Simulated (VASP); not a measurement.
Input of a VASP 6.6.1 run:

INCAR

```
PREC = Accurate ; ENCUT = 520
EDIFF = 1E-6 ; ISMEAR = -1
SIGMA = 0.05 ; LREAL = False
LASPH = True ; NELM = 100
ALGO = Normal ; ISIF = 2
LWAVE = False ; LCHARG = False
GGA = PS ; NBANDS = 11
```

KPOINTS

```
regular mesh
0
Gamma
  13 13 8
```

Contents of POSCAR:

```
C
1.0
    2.1690430626     -1.2523725254      0.0000000000
    2.1690430626      1.2523725254      0.0000000000
   -1.4061170787      0.0000000000      3.5715304629
C
2
Direct
    0.1666444700      0.1666444700      0.9999069600
    0.8333555300      0.8333555300      0.0000930400
```

Potentials or basis: VASP PAW PBE potentials, release 64 (C).

Launch:

```console
$ cat potpaw_PBE.64/C/POTCAR > POTCAR
$ mpirun -np 1 vasp_std > vasp.out
```

Task: Predict the largest force.

Result: 0.005 eV/Å.

Task: Estimate the band gap on the k mesh.

Result: 0.90 eV, indirect (least direct gap 0.91 eV).

Task: What does it give for the pressure?

Result: -12.8 GPa.

Stress tensor (GPa, compression positive):
```
-19.34   0.00  -0.02
  0.00 -19.40   0.00
 -0.02   0.00   0.21
```

Caveat: the PAW data sets were made with another functional, which shifts forces and pressure a little; this functional lacks dispersion, which binds the layers, so the pressure and a relaxed spacing across them are unreliable. A k mesh can miss the band edges.
